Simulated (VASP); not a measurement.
Here is a VASP 6.6.1 calculation.

INCAR

```
SYSTEM = InAs
PREC = Accurate
ENCUT = 520
EDIFF = 1E-6
ISMEAR = -1
SIGMA = 0.02
LREAL = .FALSE.
LASPH = .TRUE.
NELM = 80
ALGO = Normal
ISIF = 2
LWAVE = .FALSE.
LCHARG = .FALSE.
GGA = PE
NBANDS = 16
```

KPOINTS

```
Automatic mesh
0
G
  6 6 6
  0 0 0
```

Contents of POSCAR:

```
InAs
1.0
    0.0000000000      3.0943470656      3.0943470656
    3.0943470656      0.0000000000      3.0943470656
    3.0943470656      3.0943470656      0.0000000000
In As
1 1
Direct
    0.0000000000      0.0000000000      0.0000000000
    0.2500000000      0.2500000000      0.2500000000
```

Potentials or basis: VASP PAW PBE potentials, release 64 (In_d, As).

Run with:

```bash
$ cat potpaw_PBE.64/In_d/POTCAR potpaw_PBE.64/As/POTCAR > POTCAR
$ mpirun -np 1 vasp_std > vasp.out
```

Problem. What does it give for the band gap on the k mesh?

Solution. Zero (filled and empty bands touch).

Problem. What does it give for the pressure?

Solution. 0.1 GPa.

Caveat: semilocal functionals underestimate gaps, so a narrow gap can read as zero; spin-orbit coupling is left out, which moves the levels of the heavy elements.
